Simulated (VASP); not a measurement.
Set up this calculation in VASP 6.6.1, as the native input.

| Property | Result |
| --- | --- |
| Task | single point |
| Functional | PBE |
| Potentials or basis | VASP PAW PBE potentials, release 64 (Nb_sv) |
| Cutoff | 520 eV |
| k mesh | 15 × 15 × 15 |
| Occupations | fermi-dirac, width 0.03 eV |
| Spin | no spin polarisation |
| Dipole correction | no |
| Further INCAR settings | ALGO = Normal; EDIFF = 1e-06; NBANDS = 12 |

The structure of Nb lies in POSCAR:

```
Nb
1.0
   -1.6639500000      1.6639500000      1.6639500000
    1.6639500000     -1.6639500000      1.6639500000
    1.6639500000      1.6639500000     -1.6639500000
Nb
1
Direct
    0.0000000000      0.0000000000      0.0000000000
```

These files were run (other wordings do the same):

INCAR

```
SYSTEM = Nb
PREC = Accurate ; ENCUT = 520
EDIFF = 1E-6 ; ISMEAR = -1
SIGMA = 0.03 ; LREAL = .FALSE.
LASPH = .TRUE. ; NELM = 100
ALGO = Normal ; ISIF = 2
LWAVE = .FALSE. ; LCHARG = .FALSE.
GGA = PE ; NBANDS = 12
```

KPOINTS

```
regular mesh
0
G
  15 15 15
  0 0 0
```

Potentials or basis: VASP PAW PBE potentials, release 64 (Nb_sv).

Launch:

```console
$ cat potpaw_PBE.64/Nb_sv/POTCAR > POTCAR
$ mpirun -np 1 vasp_std > vasp.out
```

Results of the run:

```yaml
Pressure: -2.8 GPa
```

Run time: 26 s on 1 thread of Intel Xeon 8259CL (shared host), peak memory 0.15 GiB.
